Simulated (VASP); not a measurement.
# Zr in VASP: single point with PBE

Aim: the single point of Zr with PBE.

Everything below comes from runs of VASP 6.6.1. Logs are shortened: lines on timing, memory, paths and dates and some standing lists are left out, and cuts for length are marked.

## 1. The cell of the first run

The cell holds a slab with vacuum, 6 atoms: a = 3.232 Å, b = 3.232 Å, c = 27.867 Å, α = 90.00°, β = 90.00°, γ = 120.00°.

## 2. Single point, PBE

INCAR reads:

```
  PREC = Accurate
  ENCUT = 520
  EDIFF = 1E-6
  ISMEAR = -1
  SIGMA = 0.05
  LREAL = False
  LASPH = True
  NELM = 60
  ALGO = Normal
  ISIF = 2
  LWAVE = False
  LCHARG = False
  GGA = PE
  NBANDS = 45
```

KPOINTS reads:

```
regular mesh
0
Gamma
  9 9 1
```

POSCAR reads:

```
Zr
1.0
    3.2319982225      0.0000000000      0.0000000000
   -1.6159991113      2.7989925656      0.0000000000
    0.0000000000      0.0000000000     27.8675000000
Zr
6
Direct
    0.6666666667      0.3333333334      0.2691307078
    0.3333333333      0.6666666666      0.3614784247
    0.6666666667      0.3333333334      0.4538261416
    0.3333333333      0.6666666666      0.5461738584
    0.6666666667      0.3333333334      0.6385215753
    0.3333333333      0.6666666666      0.7308692922
```

Potentials or basis: VASP PAW PBE potentials, release 64 (Zr_sv).

On the command line:

```console
> cat potpaw_PBE.64/Zr_sv/POTCAR > POTCAR
> mpirun -np 1 vasp_std > vasp.out
```

OUTCAR:

```text
PREC = Accurate
   ENCUT = 520
   EDIFF = 1E-6
   ISMEAR = -1
   LREAL = False
   LASPH = True
   NELM = 60
   ISIF = 2
   GGA = PE

 ion  position               nearest neighbor table
   1  0.667  0.333  0.269-   2 3.18   2 3.18   2 3.18
   2  0.333  0.667  0.361-   3 3.18   1 3.18   3 3.18   1 3.18   3 3.18   1 3.18
   3  0.667  0.333  0.454-   4 3.18   4 3.18   4 3.18   2 3.18   2 3.18   2 3.18
   4  0.333  0.667  0.546-   3 3.18   3 3.18   3 3.18   5 3.18   5 3.18   5 3.18
   5  0.667  0.333  0.639-   4 3.18   6 3.18   4 3.18   6 3.18   4 3.18   6 3.18
   6  0.333  0.667  0.731-   5 3.18   5 3.18   5 3.18

  LATTYP: Found a hexagonal cell.
 ALAT       =     3.2319982225
 C/A-ratio  =     8.6223747915

  Lattice vectors:

 A1 = (   3.2319982225,   0.0000000000,   0.0000000000)
 A2 = (  -1.6159991113,   2.7989925656,   0.0000000000)
 A3 = (   0.0000000000,   0.0000000000,  27.8675000000)

Analysis of symmetry for initial positions (statically):
=====================================================================
 Subroutine PRICEL returns:
 Original cell was already a primitive cell.

 Routine SETGRP: Setting up the symmetry group for a
 hexagonal supercell.

 Subroutine GETGRP returns: Found 12 space group operations
 (whereof 12 operations were pure point group operations)
 out of a pool of 24 trial point group operations.

The static configuration has the point symmetry D_3d.

Analysis of symmetry for dynamics (positions and initial velocities):
=====================================================================
 Subroutine PRICEL returns:
 Original cell was already a primitive cell.

 Routine SETGRP: Setting up the symmetry group for a
 hexagonal supercell.

 Subroutine GETGRP returns: Found 12 space group operations
 (whereof 12 operations were pure point group operations)
 out of a pool of 24 trial point group operations.

The dynamic configuration has the point symmetry D_3d.

 Subroutine INISYM returns: Found 12 space group operations
 (whereof 12 operations are pure point group operations),
 and found     1 'primitive' translations

----------------------------------------------------------------------------------------

                                     Primitive cell

  volume of cell :     252.0989

  direct lattice vectors                    reciprocal lattice vectors
     3.231998223  0.000000000  0.000000000     0.309406111  0.178635701  0.000000000
[... 81 lines left out ...]
   EDIFF  = 0.1E-05   stopping-criterion for ELM
   LREAL  =      F    real-space projection
   EDIFFG = 0.1E-04   stopping-criterion for IOM
   NSW    =      0    number of steps for IOM
   IBRION =     -1    ionic relax: 0-MD 1-quasi-New 2-CG
   NFREE  =      0    steps in history (QN), initial steepest desc. (CG)
   ISIF   =      2    stress and relaxation
   ISYM   =      2    0-nonsym 1-usesym 2-fastsym
   POTIM  = 0.5000    time-step for ionic-motion
   TEBEG  =    0.0;   TEEND  =   0.0 temperature during run
   PSTRESS=    0.0 pullay stress
   NELECT =      72.0000    total number of electrons
   NUPDOWN=      -1.0000    fix difference up-down
   EMIN   =  10.00;   EMAX   =-10.00  energy-range for DOS
   EFERMI =   0.00;   METHOD = LEGACY
   ISMEAR =    -1;   SIGMA  =   0.05  broadening in eV -4-tet -1-fermi 0-gaus
   EFERMI_NEDOS =   21; number of points for ismear=-14 and -15
   IALGO  =     38    algorithm
   IMIX   =      4    mixing-type and parameters
     AMIX     =   0.40;   BMIX     =  1.00
     AMIX_MAG =   1.60;   BMIX_MAG =  1.00
  volume/ion in A,a.u.               =      42.02       283.54
  Fermi-wavevector in a.u.,A,eV,Ry     =   1.078107  2.037328 15.814264  1.162316
  Thomas-Fermi vector in A             =   2.214037
   LORBIT       =      0    0 simple, 1 ext, 2 COOP (PROOUT), +10 PAW based schemes
   GGA     = PE    functional components
   LHFCALC =     F    Hartree Fock is set to
   AEXX    =    0.0000 exact exchange contribution
   IVDW    =     0    specifies the selected vdW correction
   LEPSILON=     F    determine dielectric tensor
   LRPA    =     F    only Hartree local field effects (RPA)
 non-spin polarized calculation
  energy-cutoff  :      520.00
  volume of cell :      252.10
 maximum number of plane-waves:      6864
   NGX = 13   NGY = 13   NGZ =103

 number of electron      72.0000001 magnetization

 Free energy of the ion-electron system (eV)
  ---------------------------------------------------
  ext. energy  EPLUGINS =         0.00000000
  ---------------------------------------------------
  free energy    TOTEN  =       -49.27307703 eV

  energy without entropy =      -49.18810031  energy(sigma->0) =      -49.23058867

 E-fermi :   3.2339     XC(G=0):  -6.8813

 val. band max:        3.2263333995   @ k =   0.3333   0.3333   0.0000
 cond. band min:       3.2511897745   @ k =   0.1111   0.0000   0.0000
 fundamental gap:      0.0248563750
 Fermi energy:         3.2338575857

 k-point     1 :       0.0000    0.0000    0.0000
  band No.  band energies     occupation
      1     -45.8242      2.00000
      2     -45.8241      2.00000
      3     -45.5570      2.00000
      4     -45.5067      2.00000
      5     -45.4558      2.00000
      6     -45.4286      2.00000
[... 565 lines left out ...]
     44       5.0397      0.00000
     45       5.0749      0.00000

------------------------ aborting loop because EDIFF is reached ----------------------------------------

  FORCE on cell =-STRESS in cart. coord.  units (eV):
  Direction    XX          YY          ZZ          XY          YZ          ZX
  --------------------------------------------------------------------------------------
  -------------------------------------------------------------------------------------
  Total       -2.2112025     -2.2112025     -1.5951971      0.0000000      0.0000000     -0.0000000
  in kB      -14.0529737    -14.0529737    -10.1380413      0.0000000      0.0000000     -0.0000000
  external PRESSURE =     -12.7479962 kB  Pullay stress =       0.0000000 kB

 VOLUME and BASIS-vectors are now :
 -----------------------------------------------------------------------------
  energy-cutoff  :      520.00
  volume of cell :      252.10
      direct lattice vectors                 reciprocal lattice vectors
     3.231998223  0.000000000  0.000000000     0.309406111  0.178635701  0.000000000
    -1.615999111  2.798992566  0.000000000     0.000000000  0.357271403  0.000000000
     0.000000000  0.000000000 27.867500000     0.000000000  0.000000000  0.035884094

 POSITION                                       TOTAL-FORCE (eV/Angst)
 -----------------------------------------------------------------------------------
      1.61600      0.93300      7.50000         0.000000     -0.000000      0.452903
     -0.00000      1.86600     10.07350         0.000000      0.000000     -0.550609
      1.61600      0.93300     12.64700        -0.000000     -0.000000     -0.014259
     -0.00000      1.86600     15.22050        -0.000000     -0.000000      0.014259
      1.61600      0.93300     17.79400         0.000000     -0.000000      0.550609
     -0.00000      1.86600     20.36750        -0.000000      0.000000     -0.452903
 -----------------------------------------------------------------------------------
    total drift:                                0.000000      0.000000     -0.000000

  FREE ENERGIE OF THE ION-ELECTRON SYSTEM (eV)
  ---------------------------------------------------
  free  energy   TOTEN  =       -49.2730770288 eV

  energy  without entropy=      -49.1881003137  energy(sigma->0) =      -49.23058867
```

OSZICAR:

```text
N       E                     dE             d eps       ncg     rms          rms(c)
DAV:   1     0.808360888869E+03    0.80836E+03   -0.37596E+04  1192   0.148E+03
DAV:   2     0.222466382822E+02   -0.78611E+03   -0.77168E+03  1246   0.453E+02
DAV:   3    -0.431321071652E+02   -0.65379E+02   -0.63917E+02  1736   0.923E+01
[... 24 lines left out ...]
DAV:  28    -0.492730671027E+02   -0.84001E-05   -0.78473E-06  1107   0.119E-02    0.446E-03
DAV:  29    -0.492730736629E+02   -0.65602E-05   -0.26841E-06   850   0.793E-03    0.274E-03
DAV:  30    -0.492730752454E+02   -0.15825E-05   -0.49910E-07   671   0.393E-03    0.120E-03
DAV:  31    -0.492730767967E+02   -0.15514E-05   -0.24024E-07   663   0.205E-03    0.511E-04
DAV:  32    -0.492730770288E+02   -0.23207E-06   -0.10879E-07   623   0.137E-03
   1 F= -.49273077E+02 E0= -.49230589E+02  d E =-.849767E-01
```

stdout:

```text
POSCAR found type information on POSCAR Zr
 POSCAR found :  1 types and       6 ions
 scaLAPACK will be used
 LDA part: xc-table for (Slater+PW92), standard interpolation
 POSCAR, INCAR and KPOINTS ok, starting setup
 FFT: planning ... GRIDC
 FFT: planning ... GRID_SOFT
 FFT: planning ... GRID
 WAVECAR not read
 entering main loop
```

It took 4 min on 1 thread of AMD EPYC 7R13 (Zen 3), shared host; peak memory 0.35 GiB.

Results:

```yaml
Free_energy: -49.2731 eV
Largest_force: 0.551 eV/Å
Band_gap_on_the_k_mesh: zero (bands 36 and 37 overlap by 1.29 eV)
```

Forces in eV/Å, atoms in the order of the input:
```
Zr   0.000  0.000  0.453
Zr   0.000  0.000 -0.551
Zr   0.000  0.000 -0.014
Zr   0.000  0.000  0.014
Zr   0.000  0.000  0.551
Zr   0.000  0.000 -0.453
```

Levels at points of the mesh, in eV from the Fermi level:
```tsv
k point	band 34	band 35	band 36	band 37	band 38	band 39
(0.00, 0.00, 0.00)	0.48	0.65	0.75	0.75	0.76	0.76
```
